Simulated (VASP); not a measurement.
Set up this calculation in VASP 6.6.1, as the native input.

| Quantity | Value |
| --- | --- |
| Task | single point |
| Functional | PBE |
| Potentials or basis | VASP PAW PBE potentials, release 64 (Hf_pv) |
| Cutoff | 520 eV |
| k mesh | 13 × 13 × 7 |
| Occupations | fermi-dirac, width 0.05 eV |
| Spin | no spin polarisation |
| Dipole correction | no |
| Further INCAR settings | ALGO = Normal; EDIFF = 1e-06; NBANDS = 17 |

The structure of Hf lies in POSCAR:

```
Hf
1.0
    3.2606324947      0.0000000000      0.0000000000
   -1.6303162473      2.8237905728      0.0000000000
    0.0000000000      0.0000000000      5.0578000000
Hf
2
Direct
    0.3333333333      0.6666666667      0.2500000000
    0.6666666667      0.3333333333      0.7500000000
```

This cell differs from its parent crystal: equal xx and yy strain of +2 %.

One way to write it, as run:

INCAR

```
SYSTEM = Hf
  ALGO = Normal
  EDIFF = 1E-6
  ENCUT = 520
  GGA = PE
  ISIF = 2
  ISMEAR = -1
  LASPH = .True.
  LCHARG = .True.
  LELF = .True.
  LREAL = .False.
  LVHAR = .True.
  LWAVE = .False.
  NBANDS = 17
  NELM = 100
  PREC = Accurate
  SIGMA = 0.05
```

KPOINTS

```
k-points
0
Gamma
  13 13 7
  0 0 0
```

Potentials or basis: VASP PAW PBE potentials, release 64 (Hf_pv).

Run with:

```console
$ cat potpaw_PBE.64/Hf_pv/POTCAR > POTCAR
$ mpirun -np 1 vasp_std > vasp.out
```

It gave:

```yaml
Pressure: -3.7 GPa
Band_gap_on_the_k_mesh: zero (band 10 reaches 5.77 eV, above the bottom of band 11 at 4.22 eV)
```

Caveat: the cell differs from its parent crystal (equal xx and yy strain of +2 %); spin-orbit coupling is left out, which moves the levels of the heavy elements.

It took 70 s on 1 thread of Intel Xeon 8259CL, with other jobs on the host, peak memory 0.2 GiB.
